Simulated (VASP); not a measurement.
Set up this calculation in VASP 6.6.1, as the native input.

| Item | Value |
| --- | --- |
| Task | single point |
| Functional | PBE |
| Potentials or basis | VASP PAW PBE potentials, release 64 (B, N) |
| Cutoff | 520 eV |
| k mesh | 12 × 12 × 12 |
| Occupations | gaussian, width 0.05 eV |
| Spin | no spin polarisation |
| Dipole correction | no |
| Further INCAR settings | ALGO = Normal; EDIFF = 1e-06; NBANDS = 11 |

The structure of BN lies in POSCAR:

```
BN
1.0
    0.0000000000      1.8716676855      1.8047128392
    1.8047128392      0.0000000000      1.8047128392
    1.8047128392      1.8716676855      0.0000000000
B N
1 1
Direct
    0.0000000000      0.0000000000      0.0000000000
    0.7500000000      0.7500000000      0.7500000000
```

This cell differs from its parent crystal: volume 6.096 Å^3 an atom, c/a of the conventional cell 1.0371.

These files were run (other wordings do the same):

INCAR

```
PREC = Accurate
ENCUT = 520
EDIFF = 1E-6
ISMEAR = 0
SIGMA = 0.05
LREAL = F
LASPH = T
NELM = 100
ALGO = Normal
ISIF = 2
LWAVE = F
LCHARG = F
GGA = PE
NBANDS = 11
```

KPOINTS

```
Automatic mesh
0
Gamma
  12 12 12
```

Potentials or basis: VASP PAW PBE potentials, release 64 (B, N).

Command:

```sh
$ cat potpaw_PBE.64/B/POTCAR potpaw_PBE.64/N/POTCAR > POTCAR
$ mpirun -np 1 vasp_std > vasp.out
```

It gave:

```json
{
  "Pressure": "-8.3 GPa",
  "Band gap on the k mesh": "4.11 eV, indirect (least direct gap 8.47 eV)"
}
```

It took 11 s on 1 thread of Intel Xeon 6975P-C, on a shared host, peak memory 0.13 GiB.
